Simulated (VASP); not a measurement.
Set up this calculation in VASP 6.6.1, as the native input.

| Item | Value |
| --- | --- |
| Task | single point |
| Functional | PBEsol |
| Potentials or basis | VASP PAW PBE potentials, release 64 (B, N) |
| Cutoff | 520 eV |
| k mesh | 9 × 9 × 6 |
| Occupations | gaussian, width 0.02 eV |
| Spin | no spin polarisation |
| Dipole correction | no |
| Further INCAR settings | ALGO = Normal; EDIFF = 1e-06; NBANDS = 16 |

The structure of BN lies in POSCAR:

```
BN
1.0
    2.5659661661      0.0000000000      0.0000000000
   -1.2829830830      2.2221918851      0.0000000000
    0.0000000000      0.0000000000      4.1997158981
B N
2 2
Direct
    0.3333333333      0.6666666667     -0.0003696467
    0.6666666667      0.3333333333      0.4996303533
    0.3333333333      0.6666666667      0.3743696467
    0.6666666667      0.3333333333      0.8743696467
```

This cell differs from its parent crystal: strained cell.

The input as run:

INCAR

```
SYSTEM = BN
PREC = Accurate ; ENCUT = 520
EDIFF = 1E-6 ; ISMEAR = 0
SIGMA = 0.02 ; LREAL = .False.
LASPH = .True. ; NELM = 80
ALGO = Normal ; ISIF = 2
LWAVE = .False. ; LCHARG = .True.
GGA = PS ; LELF = .True.
LVHAR = .True. ; NBANDS = 16
```

KPOINTS

```
regular mesh
0
Gamma
  9 9 6
  0 0 0
```

Potentials or basis: VASP PAW PBE potentials, release 64 (B, N).

Launch:

```bash
$ cat potpaw_PBE.64/B/POTCAR potpaw_PBE.64/N/POTCAR > POTCAR
$ mpirun -np 1 vasp_std > vasp.out
```

It gave:

- Pressure: -6.3 GPa
- Band gap on the k mesh: 5.03 eV (least direct gap 8.07 eV)

Caveat: the cell differs from its parent crystal (strained cell); the cell stands under tension; the PAW data sets were made with another functional, which shifts forces and pressure a little; an odd mesh through Γ misses points on the zone boundary, where band edges can lie.

Run time: 25 s on 1 thread of Intel Xeon 8259CL, with other jobs on the host, peak memory 0.14 GiB.
